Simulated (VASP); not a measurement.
# Mn (P6_3/mmc) in VASP: relaxation of cell and atoms with revPBE

Aim: the relaxation of cell and atoms of Mn with revPBE.

Program: VASP 6.6.1. These are calculated values, not measurements. Logs are shortened: lines on timing, memory, paths and dates and some standing lists are left out, and cuts for length are marked.

**1. The cell of the first run**

Symmetry: P6_3/mmc, No. 194, hexagonal system. The conventional cell has a = 2.552 Å, b = 2.552 Å, c = 8.334 Å, α = 90.00°, β = 90.00°, γ = 120.00°. Within 3.4 Å of Mn (site symmetry -3m) lie 12 Mn at 2.55 Å. Within 3.4 Å of Mn (site symmetry -6m2) lie 12 Mn at 2.55 Å.

This isn't the form of Mn at room conditions, which is a 58-atom cubic cell.

**2. Relaxation of cell and atoms, revPBE, collinear spin, antiferromagnetic start**

Input file INCAR:

```
SYSTEM = Mn
PREC     = Accurate       ! precision mode
ENCUT    = 500            ! plane-wave cutoff, eV
EDIFF    = 1E-7           ! SCF threshold, eV
ISMEAR   = -1             ! smearing method
SIGMA    = 0.05           ! smearing width, eV
LREAL    = .FALSE.        ! projectors in reciprocal space
LASPH    = .TRUE.         ! aspherical terms in the spheres
NELM     = 200            ! most SCF steps
ALGO     = Normal         ! electronic algorithm
ISIF     = 3              ! what is computed and relaxed
LWAVE    = .FALSE.        ! write WAVECAR
LCHARG   = .FALSE.        ! write CHGCAR
ISPIN    = 2              ! spin polarisation
MAGMOM   = 3 3 -3 -3      ! initial moments
LORBIT   = 11             ! projections on sites
LMAXMIX  = 4              ! l up to which the mixer works
GGA      = RE             ! functional
IBRION   = 2              ! ionic algorithm
NSW      = 80             ! ionic steps
EDIFFG   = -0.01          ! ionic threshold
GGA_COMPAT= .FALSE.      
NELMIN   = 4
```

Input file KPOINTS:

```
Automatic mesh
0
G
  14 14 4
  0 0 0
```

Input file POSCAR:

```
Mn
1.0
    2.5517868831      0.0000000000      0.0000000000
   -1.2758934415      2.2099122658      0.0000000000
    0.0000000000      0.0000000000      8.3341359602
Mn
4
Direct
    0.0000000000      0.0000000000      0.0000000000
    0.0000000000      0.0000000000      0.5000000000
    0.3333333333      0.6666666667      0.2500000000
    0.6666666667      0.3333333333      0.7500000000
```

Potentials or basis: VASP PAW PBE potentials, release 64 (Mn_pv).

Launch:

```sh
> cat potpaw_PBE.64/Mn_pv/POTCAR > POTCAR
> mpirun -np 1 vasp_std > vasp.out
```

OUTCAR:

```text
SYSTEM = Mn
   PREC = Accurate
   ENCUT = 500
   EDIFF = 1E-7
   ISMEAR = -1
   LREAL = .FALSE.
   LASPH = .TRUE.
   NELM = 200
   ISIF = 3
   ISPIN = 2
   LORBIT = 11
   GGA = RE
   IBRION = 2
   NSW = 80
   EDIFFG = -0.01
   NELMIN = 4

 ion  position               nearest neighbor table
   1  0.000  0.000  0.000-   3 2.55   4 2.55   3 2.55   4 2.55   4 2.55   3 2.55
   2  0.000  0.000  0.500-   3 2.55   4 2.55   3 2.55   4 2.55   4 2.55   3 2.55
   3  0.333  0.667  0.250-   1 2.55   2 2.55   1 2.55   2 2.55   1 2.55   2 2.55
   4  0.667  0.333  0.750-   1 2.55   2 2.55   1 2.55   2 2.55   1 2.55   2 2.55

  LATTYP: Found a hexagonal cell.
 ALAT       =     2.5517868831
 C/A-ratio  =     3.2660000000

  Lattice vectors:

 A1 = (   2.5517868831,   0.0000000000,   0.0000000000)
 A2 = (  -1.2758934415,   2.2099122658,   0.0000000000)
 A3 = (   0.0000000000,   0.0000000000,   8.3341359602)

Analysis of symmetry for initial positions (statically):
=====================================================================
 Subroutine PRICEL returns:
 Original cell was already a primitive cell.

 Routine SETGRP: Setting up the symmetry group for a
 hexagonal supercell.

 Subroutine GETGRP returns: Found 24 space group operations
 (whereof 12 operations were pure point group operations)
 out of a pool of 24 trial point group operations.

The static configuration has the point symmetry D_3d.
 The point group associated with its full space group is D_6h.

Analysis of symmetry for dynamics (positions and initial velocities):
=====================================================================
 Subroutine PRICEL returns:
 Original cell was already a primitive cell.

 Routine SETGRP: Setting up the symmetry group for a
 hexagonal supercell.

 Subroutine GETGRP returns: Found 24 space group operations
 (whereof 12 operations were pure point group operations)
 out of a pool of 24 trial point group operations.

The dynamic configuration has the point symmetry D_3d.
 The point group associated with its full space group is D_6h.

Analysis of structural, dynamic, and magnetic symmetry:
=====================================================================
 Subroutine PRICEL returns:
 Original cell was already a primitive cell.

 Routine SETGRP: Setting up the symmetry group for a
 hexagonal supercell.

 Subroutine GETGRP returns: Found 24 space group operations
 (whereof 12 operations were pure point group operations)
 out of a pool of 24 trial point group operations.

The overall configuration has the point symmetry D_3d.
 The point group associated with its full space group is D_6h.

 Subroutine INISYM returns: Found 24 space group operations
 (whereof 12 operations are pure point group operations),
 and found     1 'primitive' translations

----------------------------------------------------------------------------------------
[... 106 lines left out ...]
   TEBEG  =    0.0;   TEEND  =   0.0 temperature during run
   PSTRESS=    0.0 pullay stress
   NELECT =      52.0000    total number of electrons
   NUPDOWN=      -1.0000    fix difference up-down
   EMIN   =  10.00;   EMAX   =-10.00  energy-range for DOS
   EFERMI =   0.00;   METHOD = LEGACY
   ISMEAR =    -1;   SIGMA  =   0.05  broadening in eV -4-tet -1-fermi 0-gaus
   EFERMI_NEDOS =   21; number of points for ismear=-14 and -15
   IALGO  =     38    algorithm
   IMIX   =      4    mixing-type and parameters
     AMIX     =   0.40;   BMIX     =  1.00
     AMIX_MAG =   1.60;   BMIX_MAG =  1.00
  volume/ion in A,a.u.               =      11.75        79.29
  Fermi-wavevector in a.u.,A,eV,Ry     =   1.693230  3.199741 39.008279  2.867028
  Thomas-Fermi vector in A             =   2.774673
   LORBIT       =     11    0 simple, 1 ext, 2 COOP (PROOUT), +10 PAW based schemes
   GGA     = RE    functional components
   LHFCALC =     F    Hartree Fock is set to
   AEXX    =    0.0000 exact exchange contribution
   IVDW    =     0    specifies the selected vdW correction
   LEPSILON=     F    determine dielectric tensor
   LRPA    =     F    only Hartree local field effects (RPA)
 conjugate gradient relaxation of ions
 spin polarized calculation
  energy-cutoff  :      500.00
  volume of cell :       47.00
 maximum number of plane-waves:      1210
 NGX is ok and might be reduce to    20
   NGX =  9   NGY =  9   NGZ = 31

--------------------------------------- Ionic step        1  -------------------------------------------

 number of electron      51.9999975 magnetization       0.1747787

 Free energy of the ion-electron system (eV)
  ---------------------------------------------------
  ext. energy  EPLUGINS =         0.00000000
  ---------------------------------------------------
  free energy    TOTEN  =       -34.00197365 eV

  energy without entropy =      -33.95969521  energy(sigma->0) =      -33.98083443

 E-fermi :   9.4088     XC(G=0): -13.3732

 val. band max:        9.4070863857   @ k =   0.3571   0.2857   0.2500
 cond. band min:       9.4093840929   @ k =   0.3571   0.0714   0.0000
 fundamental gap:      0.0022977072
 Fermi energy:         9.4088465977

 spin component 1

 k-point     1 :       0.0000    0.0000    0.0000
  band No.  band energies     occupation
      1     -39.3346      1.00000
      2     -39.2891      1.00000
      3     -38.9529      1.00000
      4     -38.9529      1.00000
      5     -38.9520      1.00000
      6     -38.9520      1.00000
[... 1892 lines left out ...]
--------------------------------------- Ionic step        8  -------------------------------------------

 number of electron      52.0000018 magnetization       0.1856598

 Free energy of the ion-electron system (eV)
  ---------------------------------------------------
  ext. energy  EPLUGINS =         0.00000000
  ---------------------------------------------------
  free energy    TOTEN  =       -34.09502604 eV

  energy without entropy =      -34.05689685  energy(sigma->0) =      -34.07596145

 E-fermi :  10.2253     XC(G=0): -13.7768

 val. band max:       10.2244288896   @ k =   0.1429   0.1429   0.2500
 cond. band min:      10.2270563634   @ k =   0.4286   0.1429   0.0000
 fundamental gap:      0.0026274738
 Fermi energy:        10.2253302935

 spin component 1

 k-point     1 :       0.0000    0.0000    0.0000
  band No.  band energies     occupation
      1     -38.3432      1.00000
      2     -38.2277      1.00000
      3     -37.8681      1.00000
      4     -37.8681      1.00000
      5     -37.8652      1.00000
      6     -37.8652      1.00000
[... 1658 lines left out ...]
  FREE ENERGIE OF THE ION-ELECTRON SYSTEM (eV)
  ---------------------------------------------------
  free  energy   TOTEN  =       -34.0950260398 eV

  energy  without entropy=      -34.0568968544  energy(sigma->0) =      -34.07596145

 reached required accuracy - stopping structural energy minimisation

 total charge

# of ion       s       p       d       tot
------------------------------------------
    1        0.417   6.382   5.137  11.937
    2        0.417   6.382   5.137  11.937
    3        0.417   6.384   5.128  11.929
    4        0.417   6.384   5.128  11.929
--------------------------------------------------
tot          1.669  25.532  20.531  47.732

 magnetization (x)

# of ion       s       p       d       tot
------------------------------------------
    1        0.006   0.010   0.827   0.843
    2        0.006   0.010   0.827   0.843
    3       -0.005  -0.011  -0.736  -0.753
    4       -0.005  -0.011  -0.736  -0.753
--------------------------------------------------
tot          0.001  -0.003   0.183   0.182
```

Wall time 12 min (1 thread of Intel Xeon 6975P-C (Granite Rapids), shared host); peak memory 0.28 GiB.

What came out:

- Free energy: -34.0950 eV
- Relaxed volume: 11.01 Å³/atom
- Relaxed cell: a = 2.502 Å, b = 2.502 Å, c = 8.119 Å, α = 90.00°, β = 90.00°, γ = 120.00°
- Space group after relaxing (to 0.1 Å): P6_3/mmc (No. 194)
- Energy gained by relaxing: 23.3 meV/atom
- Ionic steps: 8
- Pressure after relaxing: 0.0 GPa
- Net moment: 0.19 μB per cell
- Site moments: Mn +0.84, -0.75 (each value once) μB
- Valence electrons inside the program's atomic spheres: Mn 11.94, 11.93 (each value once)

The path:
```csv
step,energy change (eV),largest force (eV/Å),pressure (GPa),volume (Å³)
1,0.0000,0.0000,-8.94,47.00
2,-0.0639,0.0000,6.92,42.68
3,-0.0920,0.0000,-0.03,44.07
4,-0.0920,0.0000,0.21,44.01
5,-0.0930,0.0000,0.19,43.98
6,-0.0930,0.0000,0.20,43.98
7,-0.0930,0.0000,-0.14,44.06
8,-0.0931,0.0000,0.00,44.03
```

Final structure:
```cif
data_structure
_symmetry_space_group_name_H-M 'P 1'
_symmetry_Int_Tables_number 1
_cell_length_a 2.5024
_cell_length_b 2.5024
_cell_length_c 8.1185
_cell_angle_alpha 90.000
_cell_angle_beta 90.000
_cell_angle_gamma 120.000
_cell_volume 44.03
loop_
_atom_site_label
_atom_site_type_symbol
_atom_site_fract_x
_atom_site_fract_y
_atom_site_fract_z
_atom_site_occupancy
Mn1 Mn 0.00000 0.00000 0.00000 1
Mn2 Mn 0.00000 0.00000 0.50000 1
Mn3 Mn 0.33333 0.66667 0.25000 1
Mn4 Mn 0.66667 0.33333 0.75000 1
```

Caveat: the PAW data sets were made with another functional, which shifts forces and pressure a little.
